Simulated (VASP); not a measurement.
# K2Sm (P6/mmm) in VASP: further runs

K2Sm is run at these levels: PBE; tasks: single point.

Everything below comes from runs of VASP 6.6.1. Logs are shortened: lines on timing, memory, paths and dates and some standing lists are left out, and cuts for length are marked.

### 1 The cell of the first run

The structure is hexagonal, space group P6/mmm (No. 191). The conventional cell has a = 4.454 Å, b = 4.454 Å, c = 4.936 Å, α = 90.00°, β = 90.00°, γ = 120.00°. Within 3.4 Å of K (site symmetry -6m2) lie 3 K at 2.57 Å. Within 4.7 Å of Sm (site symmetry 6/mmm) lie 12 K at 3.56 Å and 6 Sm at 4.45 Å.

The cell was built from a structure type or drawn by symmetry, and may not be a known phase.

### 2 Single point, PBE

Input file INCAR:

```
SYSTEM = K2Sm
ALGO = Normal
EDIFF = 1E-6
ENCUT = 500
GGA = PE
GGA_COMPAT = .False.
ISIF = 2
ISMEAR = 0
LASPH = .True.
LCHARG = .False.
LMAXMIX = 6
LREAL = .False.
LWAVE = .False.
NBANDS = 22
NELM = 200
PREC = Accurate
SIGMA = 0.1
```

Input file KPOINTS:

```
k-points
0
Gamma
  6 6 4
  0 0 0
```

Input file POSCAR:

```
K2Sm
1.0
    4.4535676900      0.0000000000      0.0000000000
   -2.2267838400      3.8569027600      0.0000000000
    0.0000000000      0.0000000000      4.9358010200
K Sm
2 1
Direct
    0.3333333300      0.6666666700      0.5000000000
    0.6666666700      0.3333333300      0.5000000000
    0.0000000000      0.0000000000      0.0000000000
```

Potentials or basis: VASP PAW PBE potentials, release 64 (K_sv, Sm_3), 4f in core.

The run is started by

```console
> cat potpaw_PBE.64/K_sv/POTCAR potpaw_PBE.64/Sm_3/POTCAR > POTCAR
> mpirun -np 1 vasp_std > vasp.out
```

OUTCAR:

```text
SYSTEM = K2Sm
   EDIFF = 1E-6
   ENCUT = 500
   GGA = PE
   ISIF = 2
   ISMEAR = 0
   LASPH = .True.
   LREAL = .False.
   NELM = 200
   PREC = Accurate

 ion  position               nearest neighbor table
   1  0.333  0.667  0.500-   2 2.57   2 2.57   2 2.57   3 3.56   3 3.56   3 3.56   3 3.56   3 3.56
                             3 3.56
   2  0.667  0.333  0.500-   1 2.57   1 2.57   1 2.57   3 3.56   3 3.56   3 3.56   3 3.56   3 3.56
                             3 3.56
   3  0.000  0.000  0.000-   1 3.56   2 3.56   1 3.56   2 3.56   2 3.56   2 3.56   1 3.56   1 3.56
                             2 3.56   2 3.56   1 3.56   1 3.56

  LATTYP: Found a hexagonal cell.
 ALAT       =     4.4535676900
 C/A-ratio  =     1.1082802291

  Lattice vectors:

 A1 = (   4.4535676900,   0.0000000000,   0.0000000000)
 A2 = (  -2.2267838400,   3.8569027600,   0.0000000000)
 A3 = (   0.0000000000,   0.0000000000,   4.9358010200)

Analysis of symmetry for initial positions (statically):
=====================================================================
 Subroutine PRICEL returns:
 Original cell was already a primitive cell.

 Routine SETGRP: Setting up the symmetry group for a
 hexagonal supercell.

 Subroutine GETGRP returns: Found 24 space group operations
 (whereof 24 operations were pure point group operations)
 out of a pool of 24 trial point group operations.

The static configuration has the point symmetry D_6h.

Analysis of symmetry for dynamics (positions and initial velocities):
=====================================================================
 Subroutine PRICEL returns:
 Original cell was already a primitive cell.

 Routine SETGRP: Setting up the symmetry group for a
 hexagonal supercell.

 Subroutine GETGRP returns: Found 24 space group operations
 (whereof 24 operations were pure point group operations)
 out of a pool of 24 trial point group operations.

The dynamic configuration has the point symmetry D_6h.

 Subroutine INISYM returns: Found 24 space group operations
 (whereof 24 operations are pure point group operations),
 and found     1 'primitive' translations

----------------------------------------------------------------------------------------

                                     Primitive cell

  volume of cell :      84.7821

  direct lattice vectors                    reciprocal lattice vectors
     4.453567690  0.000000000  0.000000000     0.224539082  0.129637699  0.000000000
    -2.226783840  3.856902760  0.000000000     0.000000000  0.259275398  0.000000000
     0.000000000  0.000000000  4.935801020     0.000000000  0.000000000  0.202601360

  length of vectors
     4.453567690  4.453567690  4.935801020     0.259275398  0.259275398  0.202601360

  position of ions in fractional coordinates (direct lattice)
     0.333333330  0.666666670  0.500000000
     0.666666670  0.333333330  0.500000000
     0.000000000  0.000000000  0.000000000

  ion indices of the primitive-cell ions
   primitive index   ion index
                 1           1
                 2           2
                 3           3

----------------------------------------------------------------------------------------

 KPOINTS: k-points

Automatic generation of k-mesh.
 Grid dimensions read from file:
 generate k-points for:    6    6    4

 Generating k-lattice:

  Cartesian coordinates                     Fractional coordinates (reciprocal lattice)
     0.037423180  0.021606283  0.000000000     0.166666667 -0.000000000  0.000000000
     0.000000000  0.043212566  0.000000000     0.000000000  0.166666667  0.000000000
     0.000000000  0.000000000  0.050650340     0.000000000  0.000000000  0.250000000

  Length of vectors
     0.043212566  0.043212566  0.050650340

  Shift w.r.t. Gamma in fractional coordinates (k-lattice)
     0.000000000  0.000000000  0.000000000

 Subroutine IBZKPT returns following result:
 ===========================================

 Found     21 irreducible k-points:

 Following reciprocal coordinates:
            Coordinates               Weight
  0.000000  0.000000  0.000000      1.000000
  0.166667 -0.000000  0.000000      6.000000
  0.333333 -0.000000  0.000000      6.000000
  0.500000 -0.000000  0.000000      3.000000
  0.166667  0.166667  0.000000      6.000000
  0.333333  0.166667  0.000000     12.000000
[... 13 lines left out ...]
  0.333333  0.166667  0.500000     12.000000
  0.333333  0.333333  0.500000      2.000000
   k-points           NKPTS =     21   k-points in BZ     NKDIM =     21   number of bands    NBANDS=     22
   number of dos      NEDOS =    301   number of ions     NIONS =      3
   total plane-waves  NPLWV =  36864
   dimension x,y,z NGX =    32 NGY =   32 NGZ =   36
   dimension x,y,z NGXF=    64 NGYF=   64 NGZF=   72
   ions per type =               2   1
   NGX,Y,Z   is equivalent  to a cutoff of  11.95, 11.95, 12.13 a.u.
   NGXF,Y,Z  is equivalent  to a cutoff of  23.89, 23.89, 24.25 a.u.
 SYSTEM =  K2Sm
   PREC   = accura    normal or accurate (medium, high low for compatibility)
   ISTART =      0    job   : 0-new  1-cont  2-samecut
   ICHARG =      2    charge: 1-file 2-atom 10-const
   ISPIN  =      1    spin polarized calculation?
   LNONCOLLINEAR =      F non collinear calculations
   LSORBIT =      F    spin-orbit coupling
   LASPH  =      T    aspherical Exc in radial PAW
   ENCUT  =  500.0 eV  36.75 Ry    6.06 a.u.   8.12  8.12  9.00*2*pi/ulx,y,z
   NELM   =    200;   NELMIN=  2; NELMDL= -5     # of ELM steps
   EDIFF  = 0.1E-05   stopping-criterion for ELM
   LREAL  =      F    real-space projection
[... 7 lines left out ...]
   TEBEG  =    0.0;   TEEND  =   0.0 temperature during run
   PSTRESS=    0.0 pullay stress
   NELECT =      29.0000    total number of electrons
   NUPDOWN=      -1.0000    fix difference up-down
   EMIN   =  10.00;   EMAX   =-10.00  energy-range for DOS
   EFERMI =   0.00;   METHOD = LEGACY
   ISMEAR =     0;   SIGMA  =   0.10  broadening in eV -4-tet -1-fermi 0-gaus
   EFERMI_NEDOS =   21; number of points for ismear=-14 and -15
   IALGO  =     38    algorithm
   IMIX   =      4    mixing-type and parameters
     AMIX     =   0.40;   BMIX     =  1.00
     AMIX_MAG =   1.60;   BMIX_MAG =  1.00
  volume/ion in A,a.u.               =      28.26       190.71
  Fermi-wavevector in a.u.,A,eV,Ry     =   1.144914  2.163573 17.834885  1.310827
  Thomas-Fermi vector in A             =   2.281604
   LORBIT       =      0    0 simple, 1 ext, 2 COOP (PROOUT), +10 PAW based schemes
   GGA     = PE    functional components
   LHFCALC =     F    Hartree Fock is set to
   AEXX    =    0.0000 exact exchange contribution
   IVDW    =     0    specifies the selected vdW correction
   LEPSILON=     F    determine dielectric tensor
   LRPA    =     F    only Hartree local field effects (RPA)
 non-spin polarized calculation
 Gauss-broadening in eV      SIGMA  =   0.10
  energy-cutoff  :      500.00
  volume of cell :       84.78
 maximum number of plane-waves:      2166
   NGX = 17   NGY = 17   NGZ = 17

 number of electron      29.0000000 magnetization

 Free energy of the ion-electron system (eV)
  ---------------------------------------------------
  ext. energy  EPLUGINS =         0.00000000
  ---------------------------------------------------
  free energy    TOTEN  =        -1.74878635 eV

  energy without entropy =       -1.73242291  energy(sigma->0) =       -1.74060463

 E-fermi :   3.2856     XC(G=0):  -9.3172

 val. band max:        3.2745000528   @ k =   0.1667   0.1667   0.2500
 cond. band min:       3.2921842558   @ k =   0.3333   0.3333   0.5000
 fundamental gap:      0.0176842030
 Fermi energy:         3.2856398936

 k-point     1 :       0.0000    0.0000    0.0000
  band No.  band energies     occupation
      1     -38.4350      2.00000
      2     -29.5900      2.00000
      3     -28.3181      2.00000
      4     -17.9315      2.00000
      5     -17.7890      2.00000
      6     -17.7890      2.00000
[... 14 lines left out ...]
     21       6.9381      0.00000
     22       6.9381      0.00000

 k-point     2 :       0.1667   -0.0000    0.0000
  band No.  band energies     occupation
      1     -38.4340      2.00000
      2     -29.5228      2.00000
      3     -28.4025      2.00000
      4     -17.9240      2.00000
      5     -17.8108      2.00000
      6     -17.7962      2.00000
[... 14 lines left out ...]
     21       6.8849      0.00000
     22       7.3816      0.00000

 k-point     3 :       0.3333   -0.0000    0.0000
  band No.  band energies     occupation
      1     -38.4320      2.00000
      2     -29.3454      2.00000
      3     -28.6140      2.00000
      4     -17.9092      2.00000
      5     -17.8520      2.00000
      6     -17.8107      2.00000
[... 14 lines left out ...]
     21       6.7514      0.00000
     22       8.1043      0.00000

 k-point     4 :       0.5000   -0.0000    0.0000
  band No.  band energies     occupation
      1     -38.4310      2.00000
      2     -29.1990      2.00000
      3     -28.7773      2.00000
      4     -17.9017      2.00000
      5     -17.8716      2.00000
      6     -17.8179      2.00000
[... 14 lines left out ...]
     21       6.6535      0.00000
     22       7.6762      0.00000

 k-point     5 :       0.1667    0.1667    0.0000
  band No.  band energies     occupation
      1     -38.4325      2.00000
      2     -29.3981      2.00000
      3     -28.5529      2.00000
      4     -17.9129      2.00000
      5     -17.8391      2.00000
      6     -17.8097      2.00000
[... 14 lines left out ...]
     21       6.9822      0.00000
     22       8.4185      0.00000

 k-point     6 :       0.3333    0.1667    0.0000
  band No.  band energies     occupation
      1     -38.4310      2.00000
      2     -29.1990      2.00000
      3     -28.7773      2.00000
      4     -17.9018      2.00000
      5     -17.8624      2.00000
      6     -17.8258      2.00000
[... 14 lines left out ...]
     21       7.0227      0.00000
     22       7.4384      0.00000

 k-point     7 :       0.3333    0.3333    0.0000
  band No.  band energies     occupation
      1     -38.4305      2.00000
      2     -28.9924      2.00000
      3     -28.9924      2.00000
      4     -17.8982      2.00000
      5     -17.8499      2.00000
      6     -17.8499      2.00000
[... 249 lines left out ...]
      6     -17.8014      2.00000
[... 14 lines left out ...]
     21       7.1546      0.00000
     22       7.2508      0.00000

 k-point    18 :       0.5000   -0.0000    0.5000
  band No.  band energies     occupation
      1     -38.4305      2.00000
      2     -29.1976      2.00000
      3     -28.7770      2.00000
      4     -17.9375      2.00000
      5     -17.8899      2.00000
      6     -17.8071      2.00000
[... 14 lines left out ...]
     21       6.4493      0.00000
     22       7.3502      0.00000

 k-point    19 :       0.1667    0.1667    0.5000
  band No.  band energies     occupation
      1     -38.4319      2.00000
      2     -29.3982      2.00000
      3     -28.5522      2.00000
      4     -17.9308      2.00000
      5     -17.8458      2.00000
      6     -17.8037      2.00000
[... 14 lines left out ...]
     21       7.1739      0.00000
     22       7.2722      0.00000

 k-point    20 :       0.3333    0.1667    0.5000
  band No.  band energies     occupation
      1     -38.4305      2.00000
      2     -29.1980      2.00000
      3     -28.7765      2.00000
      4     -17.9397      2.00000
      5     -17.8761      2.00000
      6     -17.8212      2.00000
[... 14 lines left out ...]
     21       6.7642      0.00000
     22       7.4502      0.00000

 k-point    21 :       0.3333    0.3333    0.5000
  band No.  band energies     occupation
      1     -38.4301      2.00000
      2     -28.9912      2.00000
      3     -28.9912      2.00000
      4     -17.9452      2.00000
      5     -17.8566      2.00000
      6     -17.8566      2.00000
[... 14 lines left out ...]
     21       6.6347      0.00000
     22       8.1964      0.00000

------------------------ aborting loop because EDIFF is reached ----------------------------------------

  FORCE on cell =-STRESS in cart. coord.  units (eV):
  Direction    XX          YY          ZZ          XY          YZ          ZX
  --------------------------------------------------------------------------------------
  -------------------------------------------------------------------------------------
  Total        9.5777101      9.5777102      6.0448475      0.0000000      0.0000000      0.0000000
  in kB      180.9955434    180.9955437    114.2329893      0.0000002      0.0000000      0.0000000
  external PRESSURE =     158.7413588 kB  Pullay stress =       0.0000000 kB

 VOLUME and BASIS-vectors are now :
 -----------------------------------------------------------------------------
  energy-cutoff  :      500.00
  volume of cell :       84.78
      direct lattice vectors                 reciprocal lattice vectors
     4.453567690  0.000000000  0.000000000     0.224539082  0.129637699  0.000000000
    -2.226783840  3.856902760  0.000000000     0.000000000  0.259275398  0.000000000
     0.000000000  0.000000000  4.935801020     0.000000000  0.000000000  0.202601360

 POSITION                                       TOTAL-FORCE (eV/Angst)
 -----------------------------------------------------------------------------------
     -0.00000      2.57127      2.46790         0.000000      0.000000      0.000000
      2.22678      1.28563      2.46790        -0.000000      0.000000      0.000000
      0.00000      0.00000      0.00000         0.000000      0.000000      0.000000
 -----------------------------------------------------------------------------------
    total drift:                               -0.000000      0.000000     -0.000000

  FREE ENERGIE OF THE ION-ELECTRON SYSTEM (eV)
  ---------------------------------------------------
  free  energy   TOTEN  =        -1.7487863499 eV

  energy  without entropy=       -1.7324229081  energy(sigma->0) =       -1.74060463
```

Run time: 13 s. Hardware: 1 thread of Intel Xeon 6975P-C (Granite Rapids), shared host; peak memory 0.2 GiB.

Results:

| Property | Result |
| --- | --- |
| Free energy | -1.7488 eV |
| Pressure | 15.9 GPa |
| Band gap on the k mesh | zero (an odd number of electrons rules out a gap without spin polarisation) |

Stress tensor (GPa, compression positive):
```
18.10  0.00  0.00
 0.00 18.10  0.00
 0.00  0.00 11.42
```

Caveat: the cell stands under pressure; spin-orbit coupling is left out, which moves the levels of the heavy elements; the 4f electrons are frozen in the core, so they carry no moment and show no levels. Spin polarisation is off, so any magnetic state and its effect on volume and gap are missing.

### 3 Single point, PBE

This run uses another cell than the first one, of 50.26 Å³/atom.

Input file INCAR:

```
SYSTEM = K2Sm
PREC = Accurate ; ENCUT = 500
EDIFF = 1E-6 ; ISMEAR = 0
SIGMA = 0.1 ; LREAL = .False.
LASPH = .True. ; NELM = 200
ALGO = Normal ; ISIF = 2
LWAVE = .False. ; LCHARG = .False.
GGA = PE ; NBANDS = 22
GGA_COMPAT = .False. ; LMAXMIX = 6
```

Input file KPOINTS:

```
Automatic mesh
0
Gamma
  3 3 6
  0 0 0
```

Input file POSCAR:

```
K2Sm
1.0
    6.8725208139      0.0000000000      0.0000000000
   -3.4362604070      5.9517776129      0.0000000000
    0.0000000000      0.0000000000      3.6865666874
K Sm
2 1
Direct
    0.3333333333      0.6666666667      0.5000000000
    0.6666666667      0.3333333333      0.5000000000
    0.0000000000      0.0000000000      0.0000000000
```

Potentials or basis: VASP PAW PBE potentials, release 64 (K_sv, Sm_3), 4f in core.

The run is started by

```console
> cat potpaw_PBE.64/K_sv/POTCAR potpaw_PBE.64/Sm_3/POTCAR > POTCAR
> mpirun -np 1 vasp_std > vasp.out
```

It took 17 s on 1 thread of Intel Xeon 6975P-C (Granite Rapids), shared host; peak memory 0.25 GiB.

The run converged. Its results:

| Item | Value |
| --- | --- |
| Free energy | -5.1742 eV |
| Pressure | 0.2 GPa |
| Band gap on the k mesh | zero (an odd number of electrons rules out a gap without spin polarisation) |

Stress tensor (GPa, compression positive):
```
0.14 0.00 0.00
0.00 0.14 0.00
0.00 0.00 0.35
```

Levels at points of the mesh, in eV from the Fermi level:
| k point | band 11 | band 12 | band 13 | band 14 | band 15 | band 16 | band 17 | band 18 | band 19 | band 20 |
| --- | --- | --- | --- | --- | --- | --- | --- | --- | --- | --- |
| (0.00, 0.00, 0.00) | -14.76 | -14.73 | -2.95 | -0.45 | 0.22 | 0.22 | 1.10 | 1.10 | 2.49 | 2.82 |
| (0.00, 0.00, 0.50) | -14.76 | -14.76 | -0.28 | -0.12 | -0.12 | 0.36 | 0.72 | 0.72 | 3.20 | 3.20 |

Caveat: spin-orbit coupling is left out, which moves the levels of the heavy elements; the 4f electrons are frozen in the core, so they carry no moment and show no levels. Spin polarisation is off, so any magnetic state and its effect on volume and gap are missing.

(Part 1 of 2 ends here.)
